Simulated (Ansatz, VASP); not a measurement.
**One calculation of BN, two programs**

```xyz
2
Lattice="0.0000 1.6760 1.6760 1.6760 0.0000 1.6760 1.6760 1.6760 0.0000" Properties=species:S:1:pos:R:3 pbc="T T T"
B     0.0000    0.0000    0.0000
N     1.6760    1.6760    1.6760
```

Change from the starting cell: hydrostatic strain -4.0%.

Alike in both runs: task single point; functional HSE06; k mesh 8 × 8 × 8; no spin polarisation.

|  | VASP | Ansatz |
| --- | --- | --- |
| version | VASP 6.6.1 | Ansatz 0.2.0 |
| potentials or method | VASP PAW PBE potentials, release 64 (B, N) | plane waves, PAW |
| plane-wave cutoff (eV) | 520 | 420 |
| occupations | gaussian, width 0.01 eV | fixed |
| valence electrons in the cell | 8 | 8 |

```csv
,VASP,Ansatz,Ansatz less VASP
gap on the k mesh at the Fermi level (eV),3.44,3.46,+0.014
pressure (GPa),53.3,52.5,-0.75
```

Both programs put the cell under a high pressure, so it lies far from rest at this level. Ansatz's warnings: stress exchange threshold loose, stress scf threshold loose.
